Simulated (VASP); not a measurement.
# C (Cm) in VASP: a series of runs

C is run at these levels: LDA; tasks: single point.

All numbers are computed with VASP 6.6.1; they aren't measurements. Logs are shortened: lines on timing, memory, paths and dates and some standing lists are left out, and cuts for length are marked.

## 1. The cell of the first run

The structure is monoclinic, space group Cm (No. 8). Conventional cell: a = 4.315 Å, b = 2.491 Å, c = 10.310 Å, α = 90.00°, β = 96.00°, γ = 90.00°. C (site symmetry m) has 4 C at 1.53 Å within 2.0 Å. C (site symmetry m) has 4 C at 1.53 Å within 2.0 Å. Within 2.0 Å of C (site symmetry m) lie 4 C at 1.53 Å. Within 2.0 Å of C (site symmetry m) lie 4 C at 1.53 Å. Within 2.0 Å of C (site symmetry m) lie 4 C at 1.53 Å. Within 2.0 Å of C (site symmetry m) lie 4 C at 1.53 Å. Within 2.1 Å of C (site symmetry m) lie 5 C at 1.53 to 2.02 Å. Within 2.0 Å of C (site symmetry m) lie 4 C at 1.53 to 1.55 Å.

## 2. Single point, LDA

INCAR reads:

```
SYSTEM = C
PREC     = Accurate       ! precision mode
ENCUT    = 910            ! plane-wave cutoff, eV
EDIFF    = 1E-6           ! SCF threshold, eV
ISMEAR   = 0              ! smearing method
SIGMA    = 0.05           ! smearing width, eV
LREAL    = .False.        ! projectors in reciprocal space
LASPH    = .True.         ! aspherical terms in the spheres
NELM     = 120            ! most SCF steps
ALGO     = Normal         ! electronic algorithm
ISIF     = 2              ! what is computed and relaxed
LWAVE    = .False.        ! write WAVECAR
LCHARG   = .False.        ! write CHGCAR
NBANDS   = 31             ! bands
GGA_COMPAT= .False.
```

KPOINTS reads:

```
Automatic mesh
0
Gamma
  10 10 3
  0 0 0
```

POSCAR reads:

```
C
1.0
   -2.4912907516      0.0000000000      0.0000000000
   -1.2456453758     -2.1575210791      0.0000000000
   -0.9341094673     -0.5393083524     10.2538776052
C
10
Direct
   -0.4850764425     -0.4850764425      0.8741556576
    0.5521464225      0.5521464225      0.7252443424
    0.0353241222      0.0353241222      0.1257869493
    0.6150458578      0.6150458578      0.4736130507
   -0.0019234208     -0.0019234208      0.2747969895
    0.6522934008      0.6522934008      0.3246030105
   -0.1642759562     -0.1642759562      0.9242937306
    0.2313459362      0.2313459362      0.6751062694
    0.3811861205      0.3811861205      0.0756656066
    0.2691838595      0.2691838595      0.5237343934
```

Potentials or basis: VASP PAW LDA potentials, release 64 (C_h).

Started as:

```console
$ cat potpaw_LDA.64/C_h/POTCAR > POTCAR
$ mpirun -np 1 vasp_std > vasp.out
```

OUTCAR:

```text
SYSTEM = C
   PREC = Accurate
   ENCUT = 910
   EDIFF = 1E-6
   ISMEAR = 0
   LREAL = .False.
   LASPH = .True.
   NELM = 120
   ISIF = 2

 ion  position               nearest neighbor table
   1  0.515  0.515  0.874-
   2  0.552  0.552  0.725-
   3  0.035  0.035  0.126-
   4  0.615  0.615  0.474-
   5  0.998  0.998  0.275-
   6  0.652  0.652  0.325-
   7  0.836  0.836  0.924-
   8  0.231  0.231  0.675-
   9  0.381  0.381  0.076-
  10  0.269  0.269  0.524-

  LATTYP: Found a base centered monoclinic cell.
 ALAT       =     4.3150421582
 B/A-ratio  =     0.5773502692
 C/A-ratio  =     2.3894209135
 COS(beta)  =    -0.1046139109

  Lattice vectors:

 A1 = (   2.4912907516,   0.0000000000,   0.0000000000)
 A2 = (   1.2456453758,   2.1575210791,   0.0000000000)
 A3 = (  -0.9341094673,  -0.5393083524,  10.2538776052)

Analysis of symmetry for initial positions (statically):
=====================================================================
 Subroutine PRICEL returns:
 Original cell was already a primitive cell.

 Routine SETGRP: Setting up the symmetry group for a
 base centered monoclinic supercell.

 Subroutine GETGRP returns: Found  2 space group operations
 (whereof  2 operations were pure point group operations)
 out of a pool of  4 trial point group operations.

The static configuration has the point symmetry C_1h.

Analysis of symmetry for dynamics (positions and initial velocities):
=====================================================================
 Subroutine PRICEL returns:
 Original cell was already a primitive cell.

 Routine SETGRP: Setting up the symmetry group for a
 base centered monoclinic supercell.

 Subroutine GETGRP returns: Found  2 space group operations
 (whereof  2 operations were pure point group operations)
 out of a pool of  4 trial point group operations.

The dynamic configuration has the point symmetry C_1h.

 Subroutine INISYM returns: Found  2 space group operations
 (whereof  2 operations are pure point group operations),
 and found     1 'primitive' translations

----------------------------------------------------------------------------------------

                                     Primitive cell

  volume of cell :      55.1147

  direct lattice vectors                    reciprocal lattice vectors
    -2.491290752  0.000000000  0.000000000    -0.401398351  0.231747446 -0.024377770
    -1.245645376 -2.157521079  0.000000000     0.000000000 -0.463494892 -0.024377770
    -0.934109467 -0.539308352 10.253877605     0.000000000  0.000000000  0.097524082

  length of vectors
     2.491290752  2.491290752 10.310451975     0.464135531  0.464135531  0.097524082

  position of ions in fractional coordinates (direct lattice)
     0.514923557  0.514923557  0.874155658
     0.552146423  0.552146423  0.725244342
     0.035324122  0.035324122  0.125786949
     0.615045858  0.615045858  0.473613051
     0.998076579  0.998076579  0.274796989
     0.652293401  0.652293401  0.324603010
     0.835724044  0.835724044  0.924293731
     0.231345936  0.231345936  0.675106269
     0.381186120  0.381186120  0.075665607
     0.269183860  0.269183860  0.523734393

  ion indices of the primitive-cell ions
   primitive index   ion index
                 1           1
                 2           2
                 3           3
                 4           4
                 5           5
                 6           6
                 7           7
                 8           8
                 9           9
                10          10

----------------------------------------------------------------------------------------

 KPOINTS: Automatic mesh

Automatic generation of k-mesh.
 Grid dimensions read from file:
 generate k-points for:   10   10    3

 Generating k-lattice:

  Cartesian coordinates                     Fractional coordinates (reciprocal lattice)
    -0.040139835  0.023174745 -0.002437777     0.100000000  0.000000000  0.000000000
     0.000000000 -0.046349489 -0.002437777     0.000000000  0.100000000 -0.000000000
     0.000000000  0.000000000  0.032508027     0.000000000  0.000000000  0.333333333

  Length of vectors
     0.046413553  0.046413553  0.032508027

  Shift w.r.t. Gamma in fractional coordinates (k-lattice)
     0.000000000  0.000000000  0.000000000

 Subroutine IBZKPT returns following result:
 ===========================================

 Found     86 irreducible k-points:

 Following reciprocal coordinates:
            Coordinates               Weight
  0.000000  0.000000  0.000000      1.000000
  0.100000  0.000000 -0.000000      4.000000
  0.200000  0.000000 -0.000000      4.000000
  0.300000  0.000000 -0.000000      4.000000
  0.400000  0.000000  0.000000      4.000000
  0.500000  0.000000  0.000000      2.000000
[... 16 lines left out ...]
  0.300000  0.300000 -0.000000      2.000000
  0.400000  0.300000  0.000000      4.000000
 [... further k-points ...]
   k-points           NKPTS =     86   k-points in BZ     NKDIM =     86   number of bands    NBANDS=     31
   number of dos      NEDOS =    301   number of ions     NIONS =     10
   total plane-waves  NPLWV =  84672
   dimension x,y,z NGX =    28 NGY =   28 NGZ =  108
   dimension x,y,z NGXF=    56 NGYF=   56 NGZF=  216
   ions per type =              10
   NGX,Y,Z   is equivalent  to a cutoff of  18.68, 18.68, 17.41 a.u.
   NGXF,Y,Z  is equivalent  to a cutoff of  37.37, 37.37, 34.83 a.u.
 SYSTEM =  C
   PREC   = accura    normal or accurate (medium, high low for compatibility)
   ISTART =      0    job   : 0-new  1-cont  2-samecut
   ICHARG =      2    charge: 1-file 2-atom 10-const
   ISPIN  =      1    spin polarized calculation?
   LNONCOLLINEAR =      F non collinear calculations
   LSORBIT =      F    spin-orbit coupling
   LASPH  =      T    aspherical Exc in radial PAW
   ENCUT  =  910.0 eV  66.88 Ry    8.18 a.u.   6.13  6.13 25.36*2*pi/ulx,y,z
   NELM   =    120;   NELMIN=  2; NELMDL= -5     # of ELM steps
   EDIFF  = 0.1E-05   stopping-criterion for ELM
   LREAL  =      F    real-space projection
   EDIFFG = 0.1E-04   stopping-criterion for IOM
   NSW    =      0    number of steps for IOM
   IBRION =     -1    ionic relax: 0-MD 1-quasi-New 2-CG
   NFREE  =      0    steps in history (QN), initial steepest desc. (CG)
   ISIF   =      2    stress and relaxation
   ISYM   =      2    0-nonsym 1-usesym 2-fastsym
   POTIM  = 0.5000    time-step for ionic-motion
   TEBEG  =    0.0;   TEEND  =   0.0 temperature during run
   PSTRESS=    0.0 pullay stress
   NELECT =      40.0000    total number of electrons
   NUPDOWN=      -1.0000    fix difference up-down
   EMIN   =  10.00;   EMAX   =-10.00  energy-range for DOS
   EFERMI =   0.00;   METHOD = LEGACY
   ISMEAR =     0;   SIGMA  =   0.05  broadening in eV -4-tet -1-fermi 0-gaus
   EFERMI_NEDOS =   21; number of points for ismear=-14 and -15
   IALGO  =     38    algorithm
   IMIX   =      4    mixing-type and parameters
     AMIX     =   0.40;   BMIX     =  1.00
     AMIX_MAG =   1.60;   BMIX_MAG =  1.00
  volume/ion in A,a.u.               =       5.51        37.19
  Fermi-wavevector in a.u.,A,eV,Ry     =   1.471202  2.780169 29.448929  2.164435
  Thomas-Fermi vector in A             =   2.586366
   LORBIT       =      0    0 simple, 1 ext, 2 COOP (PROOUT), +10 PAW based schemes
   GGA     = CA    functional components
   LHFCALC =     F    Hartree Fock is set to
   AEXX    =    0.0000 exact exchange contribution
   IVDW    =     0    specifies the selected vdW correction
   LEPSILON=     F    determine dielectric tensor
   LRPA    =     F    only Hartree local field effects (RPA)
 non-spin polarized calculation
 Gauss-broadening in eV      SIGMA  =   0.05
  energy-cutoff  :      910.00
  volume of cell :       55.11
 maximum number of plane-waves:      3465
 NGX is ok and might be reduce to    28
   NGX = 13   NGY = 13   NGZ = 51

 number of electron      40.0000000 magnetization

 Free energy of the ion-electron system (eV)
  ---------------------------------------------------
  ext. energy  EPLUGINS =         0.00000000
  ---------------------------------------------------
  free energy    TOTEN  =       -96.90794969 eV

  energy without entropy =      -96.90685119  energy(sigma->0) =      -96.90740044

 E-fermi :  11.6937     XC(G=0): -13.8283

 val. band max:       11.6843710738   @ k =   0.1000   0.1000   0.0000
 cond. band min:      11.7145876711   @ k =  -0.3000   0.2000   0.0000
 fundamental gap:      0.0302165972
 Fermi energy:        11.6936625723

 k-point     1 :       0.0000    0.0000    0.0000
  band No.  band energies     occupation
      1     -10.3836      2.00000
      2      -9.2883      2.00000
      3      -9.2113      2.00000
      4      -6.1103      2.00000
      5      -5.9750      2.00000
      6      -0.3468      2.00000
[... 23 lines left out ...]
     30      19.7357      0.00000
     31      19.7623      0.00000

 k-point     2 :       0.1000    0.0000   -0.0000
  band No.  band energies     occupation
      1     -10.1308      2.00000
      2      -9.0666      2.00000
      3      -8.9321      2.00000
      4      -5.9258      2.00000
      5      -5.6846      2.00000
      6      -0.1853      2.00000
[... 23 lines left out ...]
     30      20.1548      0.00000
     31      20.3859      0.00000

 k-point     3 :       0.2000    0.0000   -0.0000
  band No.  band energies     occupation
      1      -9.3759      2.00000
      2      -8.3685      2.00000
      3      -8.1359      2.00000
      4      -5.3072      2.00000
      5      -4.8904      2.00000
      6       0.3235      2.00000
[... 703 lines left out ...]
     30      21.1956      0.00000
     31      22.4348      0.00000

 k-point    24 :       0.4000    0.3000    0.0000
  band No.  band energies     occupation
      1      -7.1339      2.00000
      2      -6.4089      2.00000
      3      -5.6796      2.00000
      4      -3.6872      2.00000
      5      -2.4771      2.00000
      6       0.1792      2.00000
[... 23 lines left out ...]
     30      21.7273      0.00000
     31      22.7721      0.00000

 [... further k-points ...]

------------------------ aborting loop because EDIFF is reached ----------------------------------------

  FORCE on cell =-STRESS in cart. coord.  units (eV):
  Direction    XX          YY          ZZ          XY          YZ          ZX
  --------------------------------------------------------------------------------------
  -------------------------------------------------------------------------------------
  Total       -0.6048786     -2.6877055      8.2679599      1.8037810      0.7929008      1.3733445
  in kB      -17.5837376    -78.1312319    240.3484650     52.4356682     23.0495177     39.9229366
  external PRESSURE =      48.2111652 kB  Pullay stress =       0.0000000 kB

 VOLUME and BASIS-vectors are now :
 -----------------------------------------------------------------------------
  energy-cutoff  :      910.00
  volume of cell :       55.11
      direct lattice vectors                 reciprocal lattice vectors
    -2.491290752  0.000000000  0.000000000    -0.401398351  0.231747446 -0.024377770
    -1.245645376 -2.157521079  0.000000000     0.000000000 -0.463494892 -0.024377770
    -0.934109467 -0.539308352 10.253877605     0.000000000  0.000000000  0.097524082

 POSITION                                       TOTAL-FORCE (eV/Angst)
 -----------------------------------------------------------------------------------
     -2.74079     -1.58240      8.96349        -0.420710     -0.242897     -0.253592
     -2.74079     -1.58240      7.43657        -0.271813     -0.156932     -0.642229
     -0.24950     -0.14405      1.28980        -0.544606     -0.314428     -0.284690
     -2.74079     -1.58240      4.85637        -0.009057     -0.005229      0.125283
     -3.98644     -2.30157      2.81773        -0.188438     -0.108795      0.534934
     -2.74079     -1.58240      3.32844        -0.004782     -0.002761     -0.118281
     -3.98644     -2.30157      9.47759        -0.170123     -0.098221     -2.943612
     -1.49515     -0.86322      6.92246         0.004053      0.002340      0.170515
     -1.49515     -0.86322      0.77587         1.605694      0.927048      3.543969
     -1.49515     -0.86322      5.37031        -0.000219     -0.000126     -0.132296
 -----------------------------------------------------------------------------------
    total drift:                               -0.000049     -0.000029     -0.000031

  FREE ENERGIE OF THE ION-ELECTRON SYSTEM (eV)
  ---------------------------------------------------
  free  energy   TOTEN  =       -96.9079496878 eV

  energy  without entropy=      -96.9068511850  energy(sigma->0) =      -96.90740044
```

It took 4.2 min on 1 thread of AMD EPYC 9R45 (Zen 5), shared host; peak memory 0.32 GiB.

Results:

```
Free energy            : -96.9079 eV
Pressure               : 4.8 GPa
Largest force          : 4.000 eV/Å
Band gap on the k mesh : zero (bands 20 and 21 overlap by 0.34 eV)
```

Forces on the atoms (eV/Å):
```
C   -0.421 -0.243 -0.254
C   -0.272 -0.157 -0.642
C   -0.545 -0.314 -0.285
C   -0.009 -0.005  0.125
C   -0.188 -0.109  0.535
C   -0.005 -0.003 -0.118
C   -0.170 -0.098 -2.944
C    0.004  0.002  0.171
C    1.606  0.927  3.544
C    0.000  0.000 -0.132
```

Stress tensor (GPa, compression positive):
```
-1.76  5.24  3.99
 5.24 -7.81  2.30
 3.99  2.30 24.03
```

Levels at points of the mesh, in eV from the Fermi level:
```tsv
k point	band 18	band 19	band 20	band 21	band 22	band 23
(0.00, 0.00, 0.00)	-0.65	-0.53	0.28	4.64	5.48	5.66
(0.50, 0.00, 0.00)	-4.66	-3.43	-0.91	0.25	4.66	4.81
(0.50, 0.50, 0.00)	-3.86	-3.69	-2.88	2.53	4.54	5.32
```

Caveat: the cutoff is under 1.25 times the usual one of these potentials, so pressure, stress and relaxed cells hold a basis-set (Pulay) error; the cell stands under pressure; forces of over 1 eV/Å act on the atoms, so gaps and moduli don't describe the material at rest.

(Part 1 of 2 ends here.)
